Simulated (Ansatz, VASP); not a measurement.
**Ni: VASP beside Ansatz**

```
CELL_PARAMETERS angstrom
0.00000 1.76987 1.76987
1.76987 0.00000 1.76987
1.76987 1.76987 0.00000
ATOMIC_POSITIONS crystal
Ni 0.00000 0.00000 0.00000
```

Alike in both runs: task single point; functional PBE; k mesh 13 × 13 × 13; occupations fermi-dirac, width 0.1 eV; collinear spin; Hubbard terms Ni d U = 6.2 eV.

|  | VASP | Ansatz |
| --- | --- | --- |
| version | VASP 6.6.1 | Ansatz 0.2.0 |
| potentials or method | VASP PAW PBE potentials, release 64 (Ni), cutoff 520 eV | PAW, plane waves, scalar-relativistic |
| valence electrons in the cell | 10 | 18 |

Ansatz gave:

```
pressure (GPa)                                                : -0.1
net moment per atom (μB)                                      : 0.69
size of the moment on the site where the two differ most (μB) : 0.75
```

Problem. Which values does VASP return?

Solution. Pressure (GPa): -10.4; net moment per atom (μB): 0.82; size of the moment on the site where the two differ most (μB): 0.87.

The net moments are unlike, so the other rows may belong to different states. Site moments also hang on the region over which each program counts them. The programs project onto different local orbitals, so the same U acts differently, and such runs can settle in different states. VASP's potentials hold 10 valence electrons a cell and Ansatz's 18, so a difference there can come from the potentials and not from the codes. Ansatz's warnings: filled band counts differ across k points, moment headroom below auto.
